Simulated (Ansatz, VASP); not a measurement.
# ZnS in VASP and in Ansatz

```xyz
4
Lattice="3.6586 0.0000 0.0000 -1.8293 3.1684 0.0000 0.0000 0.0000 5.7353" Properties=species:S:1:pos:R:3 pbc="T T T"
Zn    0.0000    2.1123    0.0000
Zn    1.8293    1.0561    2.8676
S     0.0000    2.1123    2.2081
S     1.8293    1.0561    5.0757
```

Change from the starting cell: strain -0.040 along x and y, -0.080 along z, atoms carried along.

Alike in both runs: task single point; functional PBE; k mesh 12 × 12 × 6; occupations gaussian, width 0.05 eV; no spin polarisation.

|  | VASP | Ansatz |
| --- | --- | --- |
| version | VASP 6.6.1 | Ansatz 0.2.0 |
| potentials or method | VASP PAW PBE potentials, release 64 (Zn, S), cutoff 520 eV | scalar-relativistic, plane waves, PAW |
| valence electrons in the cell | 36 | 36 |

```tsv
	VASP	Ansatz	Ansatz less VASP
gap on the k mesh at the Fermi level (eV)	2.84	2.83	-0.009
least direct gap on the mesh (eV)	2.84	2.83	-0.009
pressure (GPa)	21.0	20.7	-0.30
traceless stress, the component that is largest in VASP (GPa)	3.57	3.58	+0.002
rms of the force components (eV/Å)	0.020	0.020	-0.0003
```

Atom by atom the forces differ by 0.000 eV/Å (rms over components). With one functional, cell and mesh, what is left measures potentials, basis and numerics.
